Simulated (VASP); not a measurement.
# SiC (F-43m) in VASP: further runs, part 2 of 2

VASP 6.6.1. The steps go on from the part before.

**5. Relaxation of cell and atoms, PBEsol**

The input, INCAR:

```
PREC     = Accurate       # precision mode
ENCUT    = 600            # plane-wave cutoff, eV
EDIFF    = 1E-6           # SCF threshold, eV
ISMEAR   = -1             # smearing method
SIGMA    = 0.1            # smearing width, eV
LREAL    = False          # projectors in reciprocal space
LASPH    = True           # aspherical terms in the spheres
NELM     = 60             # most SCF steps
ALGO     = Normal         # electronic algorithm
ISIF     = 3              # what is computed and relaxed
LWAVE    = False          # write WAVECAR
LCHARG   = False          # write CHGCAR
GGA      = PS             # functional
IBRION   = 2              # ionic algorithm
NSW      = 100            # ionic steps
EDIFFG   = -0.002         # ionic threshold
```

The input, KPOINTS:

```
regular mesh
0
Gamma
  18 18 18
```

The input, POSCAR:

```
SiC
1.0
    0.0000000000      2.1790000000      2.1790000000
    2.1790000000      0.0000000000      2.1790000000
    2.1790000000      2.1790000000      0.0000000000
Si C
1 1
Direct
    0.0000000000      0.0000000000      0.0000000000
    0.7500000000      0.7500000000      0.7500000000
```

Potentials or basis: VASP PAW PBE potentials, release 64 (Si, C).

On the command line:

```sh
$ cat potpaw_PBE.64/Si/POTCAR potpaw_PBE.64/C/POTCAR > POTCAR
$ mpirun -np 1 vasp_std > vasp.out
```

OUTCAR:

```text
PREC = Accurate
   ENCUT = 600
   EDIFF = 1E-6
   ISMEAR = -1
   LREAL = False
   LASPH = True
   NELM = 60
   ISIF = 3
   GGA = PS
   IBRION = 2
   NSW = 100
   EDIFFG = -0.002

 ion  position               nearest neighbor table
   1  0.000  0.000  0.000-   2 1.89   2 1.89   2 1.89   2 1.89
   2  0.750  0.750  0.750-   1 1.89   1 1.89   1 1.89   1 1.89

  LATTYP: Found a face centered cubic cell.
 ALAT       =     4.3580000000

  Lattice vectors:

 A1 = (   0.0000000000,   2.1790000000,   2.1790000000)
 A2 = (   2.1790000000,   0.0000000000,   2.1790000000)
 A3 = (   2.1790000000,   2.1790000000,   0.0000000000)

Analysis of symmetry for initial positions (statically):
=====================================================================
 Subroutine PRICEL returns:
 Original cell was already a primitive cell.

 Routine SETGRP: Setting up the symmetry group for a
 face centered cubic supercell.

 Subroutine GETGRP returns: Found 24 space group operations
 (whereof 24 operations were pure point group operations)
 out of a pool of 48 trial point group operations.

The static configuration has the point symmetry T_d .

Analysis of symmetry for dynamics (positions and initial velocities):
=====================================================================
 Subroutine PRICEL returns:
 Original cell was already a primitive cell.

 Routine SETGRP: Setting up the symmetry group for a
 face centered cubic supercell.

 Subroutine GETGRP returns: Found 24 space group operations
 (whereof 24 operations were pure point group operations)
 out of a pool of 48 trial point group operations.

The dynamic configuration has the point symmetry T_d .

 Subroutine INISYM returns: Found 24 space group operations
 (whereof 24 operations are pure point group operations),
 and found     1 'primitive' translations

----------------------------------------------------------------------------------------

                                     Primitive cell

  volume of cell :      20.6920

  direct lattice vectors                    reciprocal lattice vectors
     0.000000000  2.179000000  2.179000000    -0.229463056  0.229463056  0.229463056
     2.179000000  0.000000000  2.179000000     0.229463056 -0.229463056  0.229463056
     2.179000000  2.179000000  0.000000000     0.229463056  0.229463056 -0.229463056

  length of vectors
     3.081571352  3.081571352  3.081571352     0.397441672  0.397441672  0.397441672

  position of ions in fractional coordinates (direct lattice)
     0.000000000  0.000000000  0.000000000
     0.750000000  0.750000000  0.750000000

  ion indices of the primitive-cell ions
   primitive index   ion index
                 1           1
                 2           2

----------------------------------------------------------------------------------------

 KPOINTS: regular mesh

Automatic generation of k-mesh.
 Grid dimensions read from file:
 generate k-points for:   18   18   18

 Generating k-lattice:

  Cartesian coordinates                     Fractional coordinates (reciprocal lattice)
[... 46 lines left out ...]
   dimension x,y,z NGXF=    56 NGYF=   56 NGZF=   56
   ions per type =               1   1
   NGX,Y,Z   is equivalent  to a cutoff of  15.11, 15.11, 15.11 a.u.
   NGXF,Y,Z  is equivalent  to a cutoff of  30.21, 30.21, 30.21 a.u.
 SYSTEM =  unknown system
   PREC   = accura    normal or accurate (medium, high low for compatibility)
   ISTART =      0    job   : 0-new  1-cont  2-samecut
   ICHARG =      2    charge: 1-file 2-atom 10-const
   ISPIN  =      1    spin polarized calculation?
   LNONCOLLINEAR =      F non collinear calculations
   LSORBIT =      F    spin-orbit coupling
   LASPH  =      T    aspherical Exc in radial PAW
   ENCUT  =  600.0 eV  44.10 Ry    6.64 a.u.   6.15  6.15  6.15*2*pi/ulx,y,z
   NELM   =     60;   NELMIN=  2; NELMDL= -5     # of ELM steps
   EDIFF  = 0.1E-05   stopping-criterion for ELM
   LREAL  =      F    real-space projection
   EDIFFG = -.2E-02   stopping-criterion for IOM
   NSW    =    100    number of steps for IOM
   IBRION =      2    ionic relax: 0-MD 1-quasi-New 2-CG
   NFREE  =      1    steps in history (QN), initial steepest desc. (CG)
   ISIF   =      3    stress and relaxation
   ISYM   =      2    0-nonsym 1-usesym 2-fastsym
   POTIM  = 0.5000    time-step for ionic-motion
   TEBEG  =    0.0;   TEEND  =   0.0 temperature during run
   PSTRESS=    0.0 pullay stress
   NELECT =       8.0000    total number of electrons
   NUPDOWN=      -1.0000    fix difference up-down
   EMIN   =  10.00;   EMAX   =-10.00  energy-range for DOS
   EFERMI =   0.00;   METHOD = LEGACY
   ISMEAR =    -1;   SIGMA  =   0.10  broadening in eV -4-tet -1-fermi 0-gaus
   EFERMI_NEDOS =   21; number of points for ismear=-14 and -15
   IALGO  =     38    algorithm
   IMIX   =      4    mixing-type and parameters
     AMIX     =   0.40;   BMIX     =  1.00
     AMIX_MAG =   1.60;   BMIX_MAG =  1.00
  volume/ion in A,a.u.               =      10.35        69.82
  Fermi-wavevector in a.u.,A,eV,Ry     =   1.192626  2.253736 19.352338  1.422357
  Thomas-Fermi vector in A             =   2.328660
   LORBIT       =      0    0 simple, 1 ext, 2 COOP (PROOUT), +10 PAW based schemes
   GGA     = PS    functional components
   LHFCALC =     F    Hartree Fock is set to
   AEXX    =    0.0000 exact exchange contribution
   IVDW    =     0    specifies the selected vdW correction
   LEPSILON=     F    determine dielectric tensor
   LRPA    =     F    only Hartree local field effects (RPA)
 conjugate gradient relaxation of ions
 non-spin polarized calculation
  energy-cutoff  :      600.00
  volume of cell :       20.69
 maximum number of plane-waves:       702
 NGX is ok and might be reduce to    28
   NGX = 13   NGY = 13   NGZ = 13

--------------------------------------- Ionic step        1  -------------------------------------------

 number of electron       8.0000000 magnetization

 Free energy of the ion-electron system (eV)
  ---------------------------------------------------
  ext. energy  EPLUGINS =         0.00000000
  ---------------------------------------------------
  free energy    TOTEN  =       -15.91627954 eV

  energy without entropy =      -15.91625343  energy(sigma->0) =      -15.91626649

------------------------ aborting loop because EDIFF is reached ----------------------------------------

  FORCE on cell =-STRESS in cart. coord.  units (eV):
  Direction    XX          YY          ZZ          XY          YZ          ZX
  --------------------------------------------------------------------------------------
  -------------------------------------------------------------------------------------
  Total        0.0056133      0.0056133      0.0056133     -0.0000000      0.0000000      0.0000000
  in kB        0.4346400      0.4346400      0.4346400     -0.0000000      0.0000000      0.0000000
  external PRESSURE =       0.4346400 kB  Pullay stress =       0.0000000 kB
[... 59 lines left out ...]
--------------------------------------- Ionic step        3  -------------------------------------------

 number of electron       8.0000000 magnetization

 Free energy of the ion-electron system (eV)
  ---------------------------------------------------
  ext. energy  EPLUGINS =         0.00000000
  ---------------------------------------------------
  free energy    TOTEN  =       -15.91627979 eV

  energy without entropy =      -15.91625368  energy(sigma->0) =      -15.91626674

 E-fermi :   8.7799     XC(G=0): -11.5038

 val. band max:        8.0532144719   @ k =   0.0000   0.0000   0.0000
 cond. band min:       9.2877324401   @ k =   0.5000   0.5000   0.0000
 fundamental gap:      1.2345179682
 Fermi energy:         8.7799209807

 k-point     1 :       0.0000    0.0000    0.0000
  band No.  band energies     occupation
      1      -7.3689      2.00000
      2       8.0532      1.99860
      3       8.0532      1.99860
      4       8.0532      1.99860
      5      14.2374      0.00000
      6      15.2948      0.00000
      7      15.2948      0.00000
      8      15.2948      0.00000
[... 243 lines left out ...]
 k-point    24 :      -0.2222    0.0556    0.0000
  band No.  band energies     occupation
      1      -6.2005      2.00000
      2       3.9715      2.00000
      3       6.9918      2.00000
      4       7.6532      1.99997
      5      14.2050      0.00000
      6      15.7826      0.00000
      7      15.9458      0.00000
      8      17.2060      0.00000

 [... further k-points ...]

------------------------ aborting loop because EDIFF is reached ----------------------------------------

  FORCE on cell =-STRESS in cart. coord.  units (eV):
  Direction    XX          YY          ZZ          XY          YZ          ZX
  --------------------------------------------------------------------------------------
  -------------------------------------------------------------------------------------
  Total       -0.0025543     -0.0025543     -0.0025543      0.0000000      0.0000000      0.0000000
  in kB       -0.1977304     -0.1977304     -0.1977304      0.0000000      0.0000000      0.0000000
  external PRESSURE =      -0.1977304 kB  Pullay stress =       0.0000000 kB
[... 17 lines left out ...]
  FREE ENERGIE OF THE ION-ELECTRON SYSTEM (eV)
  ---------------------------------------------------
  free  energy   TOTEN  =       -15.9162797930 eV

  energy  without entropy=      -15.9162536808  energy(sigma->0) =      -15.91626674

 reached required accuracy - stopping structural energy minimisation
```

It took 24 s on 1 thread of Intel Xeon 6975P-C (Granite Rapids), shared host; peak memory 0.17 GiB.

Results:

| Item | Value |
| --- | --- |
| Free energy | -15.9163 eV |
| Relaxed volume | 10.35 Å³/atom |
| Relaxed cell | a = 3.082 Å, b = 3.082 Å, c = 3.082 Å, α = 60.00°, β = 60.00°, γ = 60.00° |
| Space group after relaxing (to 0.05 Å) | F-43m (No. 216) |
| Energy gained by relaxing | 0.0 meV/atom |
| Ionic steps | 3 |
| Pressure after relaxing | 0.0 GPa |
| Band gap on the k mesh | 1.23 eV, indirect (least direct gap 4.44 eV) |

Final structure:
```xyz
2
Lattice="0.0000 2.1792 2.1792 2.1792 0.0000 2.1792 2.1792 2.1792 0.0000" Properties=species:S:1:pos:R:3 pbc="T T T"
Si    0.0000    0.0000    0.0000
C     3.2688    3.2688    3.2688
```

Levels at points of the mesh, in eV from the valence-band top:
```csv
k point,band 2,band 3,band 4,band 5,band 6,band 7
"(0.00, 0.00, 0.00)",0.00,0.00,0.00,6.18,7.24,7.24
"(0.50, 0.00, 0.00)",-8.60,-1.06,-1.06,5.37,7.14,7.14
"(0.50, 0.50, 0.00)",-7.83,-3.21,-3.21,1.23,4.20,13.95
```

Caveat: the PAW data sets were made with another functional, which shifts forces and pressure a little.

**6. Overview**

| task | cell | k mesh | cutoff (eV) | smearing | gap on the mesh (eV) | pressure (GPa) |
| --- | --- | --- | --- | --- | --- | --- |
| relaxation of cell and atoms | relaxed to 10 GPa from a = 3.081 Å, angles 60.0°, 2 atoms | 10 × 10 × 10 | 600 | gaussian 0.01 eV | 1.20 | 10.0 |
| relaxation of cell and atoms | relaxed to 15 GPa from a = 3.081 Å, angles 60.0°, 2 atoms | 10 × 10 × 10 | 600 | gaussian 0.01 eV | 1.18 | 15.0 |
| single point | a = 3.081 Å, angles 60.0°, 2 atoms | 18 × 18 × 18 | 520 | fermi-dirac 0.1 eV | 1.23 | 0.4 |
| relaxation of cell and atoms | relaxed from a = 3.082 Å, angles 60.0°, 2 atoms | 18 × 18 × 18 | 600 | fermi-dirac 0.1 eV | 1.23 | 0.0 |

Alike in all rows: level PBEsol; potentials or basis VASP PAW PBE potentials, release 64 (Si, C); no spin polarisation.

Caveats: the PAW data sets were made with another functional, which shifts forces and pressure a little; the cell is relaxed towards a set pressure, so the enthalpy falls and the energy may rise (some runs).

Absolute energies hang on the potentials; compare differences alone.
